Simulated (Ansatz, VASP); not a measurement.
# Sr2NbO2: VASP beside Ansatz

Contents of INCAR:

```
SYSTEM = Sr2NbO2
PREC     = Accurate       ! precision mode
ENCUT    = 600            ! plane-wave cutoff, eV
EDIFF    = 1E-6           ! SCF threshold, eV
ISMEAR   = 0              ! smearing method
SIGMA    = 0.1            ! smearing width, eV
LREAL    = .False.        ! projectors in reciprocal space
LASPH    = .True.         ! aspherical terms in the spheres
NELM     = 150            ! most SCF steps
ALGO     = Normal         ! electronic algorithm
ISIF     = 3              ! what is computed and relaxed
LWAVE    = .False.        ! write WAVECAR
LCHARG   = .False.        ! write CHGCAR
ISPIN    = 2              ! spin polarisation
MAGMOM   = -0.01 -0.01 0.88 0.05 0.05 ! initial moments
LORBIT   = 11             ! projections on sites
LMAXMIX  = 4              ! l up to which the mixer works
GGA      = PE             ! functional
IBRION   = 2              ! ionic algorithm
NSW      = 90             ! ionic steps
EDIFFG   = -0.04          ! ionic threshold
```

Contents of KPOINTS:

```
regular mesh
0
Gamma
  6 6 2
  0 0 0
```

File POSCAR:

```
Sr2NbO2
1.0
    3.5873978600      0.0000000000      0.0000000000
   -1.7936989300      3.1067776800      0.0000000000
    0.0000000000      0.0000000000      9.6386194300
Sr Nb O
2 1 2
Direct
    0.6666666700      0.3333333300      0.2154780000
    0.3333333300      0.6666666700      0.7845220000
    0.0000000000      0.0000000000      0.5000000000
    0.6666666700      0.3333333300      0.6607440100
    0.3333333300      0.6666666700      0.3392559900
```

Input for Ansatz:

```yaml
crystal:
  lattice:
    - [3.58739786, 0.0, 0.0]
    - [-1.79369893, 3.10677768, 0.0]
    - [0.0, 0.0, 9.63861943]
  atoms:
    - { symbol: Sr, position: [0.66666667, 0.33333333, 0.215478] }
    - { symbol: Sr, position: [0.33333333, 0.66666667, 0.784522] }
    - { symbol: Nb, position: [0.0, 0.0, 0.5] }
    - { symbol: O, position: [0.66666667, 0.33333333, 0.66074401] }
    - { symbol: O, position: [0.33333333, 0.66666667, 0.33925599] }
basis:
  ecutwfc: 420
kpoints:
  mp_grid: { grid: [6, 6, 2] }
hamiltonian:
  xc: pbe
scf:
  occupations: { method: gaussian, width: 0.1 }
  lower_state_search: "off"
output:
  forces: true
  stress: true
  eigenvalues: true
  populations: true
magnetization:
  spin_polarized: true
relax:
  adjacent_minimum: "off"
  f_tol: 0.04
  max_steps: 70
  cell: { stress_tol: 0.4 }
```

Change from the starting cell: species swapped into the Ba2SrN2 type (P-3m1, No. 164).

Alike in both runs: task relaxation of cell and atoms; functional PBE; k mesh 6 × 6 × 2; occupations gaussian, width 0.1 eV; collinear spin.

|  | VASP | Ansatz |
| --- | --- | --- |
| version | VASP 6.6.1 | Ansatz 0.2.0 |
| potentials or method | VASP PAW PBE potentials, release 64 (Sr_sv, Nb_sv, O), cutoff 600 eV | scalar-relativistic, plane waves, PAW |
| valence electrons in the cell | 45 | 45 |

|  | VASP | Ansatz | Ansatz less VASP |
| --- | --- | --- | --- |
| gap on the k mesh at the Fermi level, each at its own relaxed structure (eV) | none | none | - |
| net moment per atom (μB) | 0.24 | 0.25 | +0.006 |
| size of the moment on the site where the two differ most (μB) | 1.07 | 0.80 | -0.262 |
| relaxed volume (Å³/atom) | 19.82 | 19.88 | +0.060 |
| relaxed cell length with the largest relative difference (Å) | 8.731 | 8.748 | +0.0177 |

Site moments also hang on the region over which each program counts them. A gap of «none» marks a metal or a gap that the smearing closes. Ansatz's warnings: no starting moments.
